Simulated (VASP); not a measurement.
CdSe: single point with PBE

Crystal: CdSe.

```
CELL_PARAMETERS angstrom
0.00000 2.98611 2.98611
2.98611 0.00000 2.98611
2.98611 2.98611 0.00000
ATOMIC_POSITIONS crystal
Cd 0.00000 0.00000 0.00000
Se 0.75000 0.75000 0.75000
```

```yaml
Program: VASP 6.6.1
Task: single point
Functional: PBE
Potentials_or_basis: VASP PAW PBE potentials, release 64 (Cd, Se)
Cutoff: 500 eV
k_mesh: 6 × 6 × 6
Occupations: fermi-dirac, width 0.1 eV
Spin: non-collinear spin, zero start, spin-orbit coupling
Starting_moments: "[[0.0, 0.0, 0.0], [0.0, 0.0, 0.0]] μB"
Dipole_correction: no
Further_INCAR_settings: ALGO = Normal; EDIFF = 1e-06; NBANDS = 30
```

The pressure is 6.8 GPa and the net moment is 0.00 μB per cell. The valence electrons inside the program's atomic spheres are Cd 10.36; Se 3.90.

Moments on the atoms (μB; x, y, z):
```
Cd  0.00 0.00 0.00
Se  0.00 0.00 0.00
```

Wall time 53 s on 1 thread of Intel(R) Xeon(R) Platinum 8488C (Sapphire Rapids) (shared host), peak memory 0.32 GiB.

Caveat: the cell stands under pressure.
